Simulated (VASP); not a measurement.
CdS:

```
Cd S
1.0
     4.15000    0.00000    0.00000
    -2.07500    3.59401    0.00000
     0.00000    0.00000    6.73700
Cd S
2 2
Direct
  0.33333 0.66667 0.00000
  0.66667 0.33333 0.50000
  0.33333 0.66667 0.37500
  0.66667 0.33333 0.87500
```

Base run:

| Property | Result |
| --- | --- |
| Program | VASP 6.6.1 |
| Functional | r2SCAN |
| Potentials or basis | VASP PAW PBE potentials, release 64 (Cd, S) |
| Cutoff | 550 eV |
| k mesh | 6 × 6 × 4 |
| Occupations | gaussian, width 0.01 eV |
| Spin | no spin polarisation |

Its results: band gap on the k mesh 1.65 eV; pressure 1.0 GPa; largest force 0.071 eV/Å.

Question: The run is repeated on the same cell with these changes: functional from r2SCAN to RPBE; cutoff from 550 eV to 500 eV. What comes out?

Answer: Band gap on the k mesh 1.38 eV; pressure 4.6 GPa; largest force 0.071 eV/Å.

Caveats: the PAW data sets were made with another functional, which shifts forces and pressure a little; the cell stands under pressure (at least some runs).

